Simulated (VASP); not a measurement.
# Bi2Te3 (R-3m) in VASP: notebook

Bi2Te3 is run at these levels: PBEsol; tasks: single point.

Everything below comes from runs of VASP 6.6.1. Logs are shortened: lines on timing, memory, paths and dates and some standing lists are left out, and cuts for length are marked.

**Measured values to compare with.**

From “Vacancy and Antisite-Induced Ferromagnetism in Liquid-Phase Exfoliated Bi2Te3”, 2024, arxiv:2412.10539, for a bulk crystal of Bi2Te3: band gap 0.17 eV.

How close the calculation comes is told below.

### 1 The cell of the first run

It takes space group R-3m (No. 166, trigonal). Conventional cell: a = 4.382 Å, b = 4.382 Å, c = 30.284 Å, α = 90.00°, β = 90.00°, γ = 120.00°. Bi (site symmetry 3m) has 6 Te at 3.06 to 3.23 Å within 4.0 Å. Within 4.3 Å of Te (site symmetry -3m) lie 6 Bi at 3.23 Å. Within 4.0 Å of Te (site symmetry 3m) lie 3 Bi at 3.06 Å and 3 Te at 3.64 Å.

### 2 Single point, PBEsol

The input, INCAR:

```
PREC = Accurate
ENCUT = 520
EDIFF = 1E-6
ISMEAR = 0
SIGMA = 0.01
LREAL = F
LASPH = T
NELM = 80
ALGO = Normal
ISIF = 2
LWAVE = F
LCHARG = T
GGA = PS
LELF = T
LVHAR = T
NBANDS = 32
```

The input, KPOINTS:

```
regular mesh
0
Gamma
  8 8 8
```

The input, POSCAR:

```
Bi2Te3
1.0
    2.1911778111      1.2650770991     10.0946047193
   -2.1911778111      1.2650770991     10.0946047193
    0.0000000000     -2.5301541982     10.0946047193
Bi Te
2 3
Direct
    0.3998900370      0.3998900370      0.3998900370
    0.6001099630      0.6001099630      0.6001099630
    0.0000000000      0.0000000000      0.0000000000
    0.2099055104      0.2099055104      0.2099055104
    0.7900944896      0.7900944896      0.7900944896
```

Potentials or basis: VASP PAW PBE potentials, release 64 (Bi_d, Te).

On the command line:

```console
$ cat potpaw_PBE.64/Bi_d/POTCAR potpaw_PBE.64/Te/POTCAR > POTCAR
$ mpirun -np 1 vasp_std > vasp.out
```

OUTCAR:

```text
PREC = Accurate
   ENCUT = 520
   EDIFF = 1E-6
   ISMEAR = 0
   LREAL = F
   LASPH = T
   NELM = 80
   ISIF = 2
   GGA = PS

 ion  position               nearest neighbor table
   1  0.400  0.400  0.400-   5 3.06   5 3.06   5 3.06   3 3.23   3 3.23   3 3.23
   2  0.600  0.600  0.600-   4 3.06   4 3.06   4 3.06   3 3.23   3 3.23   3 3.23
   3  0.000  0.000  0.000-   2 3.23   2 3.23   1 3.23   1 3.23   2 3.23   1 3.23
   4  0.210  0.210  0.210-   2 3.06   2 3.06   2 3.06   5 3.64   5 3.64   5 3.64
   5  0.790  0.790  0.790-   1 3.06   1 3.06   1 3.06   4 3.64   4 3.64   4 3.64

  LATTYP: Found a trigonal (rhomboedric) cell.
 ALAT       =    10.4068595025
 COS(alpha) =     0.9113362990

  Lattice vectors:

 A1 = (   2.1911778111,   1.2650770991,  10.0946047193)
 A2 = (  -2.1911778111,   1.2650770991,  10.0946047193)
 A3 = (   0.0000000000,  -2.5301541982,  10.0946047193)

Analysis of symmetry for initial positions (statically):
=====================================================================
 Subroutine PRICEL returns:
 Original cell was already a primitive cell.

 Routine SETGRP: Setting up the symmetry group for a
 trigonal (rhombohedral) supercell.

 Subroutine GETGRP returns: Found 12 space group operations
 (whereof 12 operations were pure point group operations)
 out of a pool of 12 trial point group operations.

The static configuration has the point symmetry D_3d.

Analysis of symmetry for dynamics (positions and initial velocities):
=====================================================================
 Subroutine PRICEL returns:
 Original cell was already a primitive cell.

 Routine SETGRP: Setting up the symmetry group for a
 trigonal (rhombohedral) supercell.

 Subroutine GETGRP returns: Found 12 space group operations
 (whereof 12 operations were pure point group operations)
 out of a pool of 12 trial point group operations.

The dynamic configuration has the point symmetry D_3d.

 Subroutine INISYM returns: Found 12 space group operations
 (whereof 12 operations are pure point group operations),
 and found     1 'primitive' translations

----------------------------------------------------------------------------------------

                                     Primitive cell

  volume of cell :     167.8940

  direct lattice vectors                    reciprocal lattice vectors
     2.191177811  1.265077099 10.094604719     0.228187780  0.131744276  0.033020940
    -2.191177811  1.265077099 10.094604719    -0.228187780  0.131744276  0.033020940
     0.000000000 -2.530154198 10.094604719     0.000000000 -0.263488552  0.033020940

  length of vectors
    10.406859503 10.406859503 10.406859503     0.265549618  0.265549618  0.265549618

  position of ions in fractional coordinates (direct lattice)
     0.399890037  0.399890037  0.399890037
     0.600109963  0.600109963  0.600109963
     0.000000000  0.000000000  0.000000000
     0.209905510  0.209905510  0.209905510
     0.790094490  0.790094490  0.790094490

  ion indices of the primitive-cell ions
   primitive index   ion index
                 1           1
                 2           2
                 3           3
                 4           4
                 5           5

----------------------------------------------------------------------------------------

 KPOINTS: regular mesh

Automatic generation of k-mesh.
 Grid dimensions read from file:
 generate k-points for:    8    8    8

 Generating k-lattice:

  Cartesian coordinates                     Fractional coordinates (reciprocal lattice)
     0.028523472  0.016468035  0.004127617     0.125000000 -0.000000000  0.000000000
    -0.028523472  0.016468035  0.004127617    -0.000000000  0.125000000  0.000000000
     0.000000000 -0.032936069  0.004127617     0.000000000  0.000000000  0.125000000

  Length of vectors
     0.033193702  0.033193702  0.033193702

  Shift w.r.t. Gamma in fractional coordinates (k-lattice)
     0.000000000  0.000000000  0.000000000

 Subroutine IBZKPT returns following result:
 ===========================================

 Found     65 irreducible k-points:

 Following reciprocal coordinates:
            Coordinates               Weight
  0.000000  0.000000  0.000000      1.000000
  0.125000  0.000000  0.000000      6.000000
  0.250000  0.000000  0.000000      6.000000
  0.375000  0.000000  0.000000      6.000000
  0.500000  0.000000  0.000000      3.000000
  0.125000  0.125000  0.000000      6.000000
[... 16 lines left out ...]
  0.250000  0.125000  0.125000      6.000000
  0.375000  0.125000  0.125000      6.000000
 [... further k-points ...]
   k-points           NKPTS =     65   k-points in BZ     NKDIM =     65   number of bands    NBANDS=     32
   number of dos      NEDOS =    301   number of ions     NIONS =      5
   total plane-waves  NPLWV = 512000
   dimension x,y,z NGX =    80 NGY =   80 NGZ =   80
   dimension x,y,z NGXF=   160 NGYF=  160 NGZF=  160
   ions per type =               2   3
   NGX,Y,Z   is equivalent  to a cutoff of  12.78, 12.78, 12.78 a.u.
   NGXF,Y,Z  is equivalent  to a cutoff of  25.56, 25.56, 25.56 a.u.
 SYSTEM =  unknown system
   PREC   = accura    normal or accurate (medium, high low for compatibility)
   ISTART =      0    job   : 0-new  1-cont  2-samecut
   ICHARG =      2    charge: 1-file 2-atom 10-const
   ISPIN  =      1    spin polarized calculation?
   LNONCOLLINEAR =      F non collinear calculations
   LSORBIT =      F    spin-orbit coupling
   LASPH  =      T    aspherical Exc in radial PAW
   ENCUT  =  520.0 eV  38.22 Ry    6.18 a.u.  19.35 19.35 19.35*2*pi/ulx,y,z
   NELM   =     80;   NELMIN=  2; NELMDL= -5     # of ELM steps
   EDIFF  = 0.1E-05   stopping-criterion for ELM
   LREAL  =      F    real-space projection
   EDIFFG = 0.1E-04   stopping-criterion for IOM
   NSW    =      0    number of steps for IOM
   IBRION =     -1    ionic relax: 0-MD 1-quasi-New 2-CG
   NFREE  =      0    steps in history (QN), initial steepest desc. (CG)
   ISIF   =      2    stress and relaxation
   ISYM   =      2    0-nonsym 1-usesym 2-fastsym
   POTIM  = 0.5000    time-step for ionic-motion
   TEBEG  =    0.0;   TEEND  =   0.0 temperature during run
   PSTRESS=    0.0 pullay stress
   NELECT =      48.0000    total number of electrons
   NUPDOWN=      -1.0000    fix difference up-down
   EMIN   =  10.00;   EMAX   =-10.00  energy-range for DOS
   EFERMI =   0.00;   METHOD = LEGACY
   ISMEAR =     0;   SIGMA  =   0.01  broadening in eV -4-tet -1-fermi 0-gaus
   EFERMI_NEDOS =   21; number of points for ismear=-14 and -15
   IALGO  =     38    algorithm
   IMIX   =      4    mixing-type and parameters
     AMIX     =   0.40;   BMIX     =  1.00
     AMIX_MAG =   1.60;   BMIX_MAG =  1.00
  volume/ion in A,a.u.               =      33.58       226.60
  Fermi-wavevector in a.u.,A,eV,Ry     =   1.078475  2.038023 15.825057  1.163109
  Thomas-Fermi vector in A             =   2.214415
   LORBIT       =      0    0 simple, 1 ext, 2 COOP (PROOUT), +10 PAW based schemes
   GGA     = PS    functional components
   LHFCALC =     F    Hartree Fock is set to
   AEXX    =    0.0000 exact exchange contribution
   IVDW    =     0    specifies the selected vdW correction
   LEPSILON=     F    determine dielectric tensor
   LRPA    =     F    only Hartree local field effects (RPA)
 non-spin polarized calculation
 Gauss-broadening in eV      SIGMA  =   0.01
  energy-cutoff  :      520.00
  volume of cell :      167.89
 maximum number of plane-waves:      4540
 NGX is ok and might be reduce to    80
   NGX = 39   NGY = 39   NGZ = 39

 number of electron      48.0000007 magnetization

 Free energy of the ion-electron system (eV)
  ---------------------------------------------------
  ext. energy  EPLUGINS =         0.00000000
  ---------------------------------------------------
  free energy    TOTEN  =       -20.29698297 eV

  energy without entropy =      -20.29698297  energy(sigma->0) =      -20.29698297

 E-fermi :   6.2970     XC(G=0):  -9.5273

 val. band max:        6.1642128269   @ k =   0.0000   0.0000   0.0000
 cond. band min:       6.3650001792   @ k =   0.0000   0.0000   0.0000
 fundamental gap:      0.2007873524
 Fermi energy:         6.2970396185

 k-point     1 :       0.0000    0.0000    0.0000
  band No.  band energies     occupation
      1     -16.9482      2.00000
      2     -16.9482      2.00000
      3     -16.9466      2.00000
      4     -16.9466      2.00000
      5     -16.9387      2.00000
      6     -16.9373      2.00000
[... 24 lines left out ...]
     31      10.9445      0.00000
     32      11.4456      0.00000

 k-point     2 :       0.1250    0.0000    0.0000
  band No.  band energies     occupation
      1     -16.9497      2.00000
      2     -16.9478      2.00000
      3     -16.9468      2.00000
      4     -16.9451      2.00000
      5     -16.9377      2.00000
      6     -16.9364      2.00000
[... 24 lines left out ...]
     31      10.5176      0.00000
     32      11.0238      0.00000

 k-point     3 :       0.2500    0.0000    0.0000
  band No.  band energies     occupation
      1     -16.9537      2.00000
      2     -16.9513      2.00000
      3     -16.9444      2.00000
      4     -16.9425      2.00000
      5     -16.9380      2.00000
      6     -16.9356      2.00000
[... 24 lines left out ...]
     31      10.0708      0.00000
     32      11.4746      0.00000

 k-point     4 :       0.3750    0.0000    0.0000
  band No.  band energies     occupation
      1     -16.9580      2.00000
      2     -16.9550      2.00000
      3     -16.9436      2.00000
      4     -16.9410      2.00000
      5     -16.9397      2.00000
      6     -16.9372      2.00000
[... 654 lines left out ...]
     31      10.9341      0.00000
     32      11.4455      0.00000

 k-point    23 :       0.2500    0.1250    0.1250
  band No.  band energies     occupation
      1     -16.9497      2.00000
      2     -16.9478      2.00000
      3     -16.9468      2.00000
      4     -16.9452      2.00000
      5     -16.9376      2.00000
      6     -16.9364      2.00000
[... 24 lines left out ...]
     31      10.4886      0.00000
     32      11.1884      0.00000

 k-point    24 :       0.3750    0.1250    0.1250
  band No.  band energies     occupation
      1     -16.9537      2.00000
      2     -16.9513      2.00000
      3     -16.9444      2.00000
      4     -16.9425      2.00000
      5     -16.9381      2.00000
      6     -16.9356      2.00000
[... 24 lines left out ...]
     31      10.0554      0.00000
     32      11.4312      0.00000

 [... further k-points ...]

------------------------ aborting loop because EDIFF is reached ----------------------------------------

  FORCE on cell =-STRESS in cart. coord.  units (eV):
  Direction    XX          YY          ZZ          XY          YZ          ZX
  --------------------------------------------------------------------------------------
  -------------------------------------------------------------------------------------
  Total        0.0085592      0.0085592      0.0147467      0.0000000      0.0000000      0.0000000
  in kB        0.0816787      0.0816787      0.1407251      0.0000000      0.0000000      0.0000000
  external PRESSURE =       0.1013608 kB  Pullay stress =       0.0000000 kB

 VOLUME and BASIS-vectors are now :
 -----------------------------------------------------------------------------
  energy-cutoff  :      520.00
  volume of cell :      167.89
      direct lattice vectors                 reciprocal lattice vectors
     2.191177811  1.265077099 10.094604719     0.228187780  0.131744276  0.033020940
    -2.191177811  1.265077099 10.094604719    -0.228187780  0.131744276  0.033020940
     0.000000000 -2.530154198 10.094604719     0.000000000 -0.263488552  0.033020940

 POSITION                                       TOTAL-FORCE (eV/Angst)
 -----------------------------------------------------------------------------------
      0.00000      0.00000     12.11020         0.000000      0.000000     -0.011878
      0.00000      0.00000     18.17362         0.000000     -0.000000      0.011878
      0.00000      0.00000      0.00000         0.000000      0.000000      0.000000
      0.00000      0.00000      6.35674         0.000000      0.000000     -0.019473
      0.00000      0.00000     23.92707         0.000000     -0.000000      0.019473
 -----------------------------------------------------------------------------------
    total drift:                               -0.000000     -0.000000     -0.000000

  FREE ENERGIE OF THE ION-ELECTRON SYSTEM (eV)
  ---------------------------------------------------
  free  energy   TOTEN  =       -20.2969829740 eV

  energy  without entropy=      -20.2969829740  energy(sigma->0) =      -20.29698297
```

Wall time 20 min (1 thread of Intel Xeon Platinum 8488C (Sapphire Rapids), shared host); peak memory 1.1 GiB.

What came out:

| Item | Value |
| --- | --- |
| Free energy | -20.2970 eV |
| Pressure | 0.0 GPa |
| Largest force | 0.019 eV/Å |
| Band gap on the k mesh | 0.20 eV, direct |

Forces on the atoms (eV/Å):
```
Bi   0.000  0.000 -0.012
Bi   0.000  0.000  0.012
Te   0.000  0.000  0.000
Te   0.000  0.000 -0.019
Te   0.000  0.000  0.019
```

Caveat: the PAW data sets were made with another functional, which shifts forces and pressure a little; spin-orbit coupling is left out, which moves the levels of the heavy elements.

(Continued in part 2 of 2.)
